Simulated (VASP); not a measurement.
A run of VASP 6.6.1 is set up as follows.

INCAR

```
SYSTEM = Ga5N6
ALGO = Normal
DIPOL = 0.5 0.5 0.500
EDIFF = 1E-6
ENCUT = 520
GGA = PE
IDIPOL = 3
ISIF = 2
ISMEAR = 0
LASPH = .TRUE.
LCHARG = .FALSE.
LDIPOL = .TRUE.
LREAL = .FALSE.
LWAVE = .FALSE.
NBANDS = 58
NELM = 100
PREC = Accurate
SIGMA = 0.01
```

Contents of KPOINTS:

```
k-points
0
G
  8 8 1
  0 0 0
```

File POSCAR:

```
Ga5N6
1.0
    3.2162589223      0.0000000000      0.0000000000
    0.0000000000      3.2162589223      0.0000000000
    0.0000000000      0.0000000000     26.3711924699
N Ga
6 5
Direct
    0.0000000000      0.5000000000      0.2844012461
    0.5000000000      0.0000000000      0.3706407477
    0.0000000000      0.5000000000      0.4568802492
    0.5000000000      0.0000000000      0.5431197508
    0.0000000000      0.5000000000      0.6293592523
    0.5000000000      0.0000000000      0.7155987539
    0.5000000000      0.5000000000      0.3275209969
    0.0000000000      0.0000000000      0.4137604984
    0.5000000000      0.5000000000      0.5000000000
    0.0000000000      0.0000000000      0.5862395016
    0.5000000000      0.5000000000      0.6724790031
```

Potentials or basis: VASP PAW PBE potentials, release 64 (N, Ga_d).

Run with:

```sh
$ cat potpaw_PBE.64/N/POTCAR potpaw_PBE.64/Ga_d/POTCAR > POTCAR
$ mpirun -np 1 vasp_std > vasp.out
```

Question: Predict the band gap on the k mesh.

Answer: Zero (an odd number of electrons rules out a gap without spin polarisation).

Question: What does it give for the largest force?

Answer: 1.701 eV/Å.

Forces on the atoms (eV/Å):
```
N    0.000  0.000  1.330
N    0.000  0.000  0.552
N    0.000  0.000  0.082
N    0.000  0.000 -0.082
N    0.000  0.000 -0.552
N    0.000  0.000 -1.330
Ga   0.000  0.000 -1.701
Ga   0.000  0.000 -0.275
Ga   0.000  0.000  0.000
Ga   0.000  0.000  0.275
Ga   0.000  0.000  1.701
```
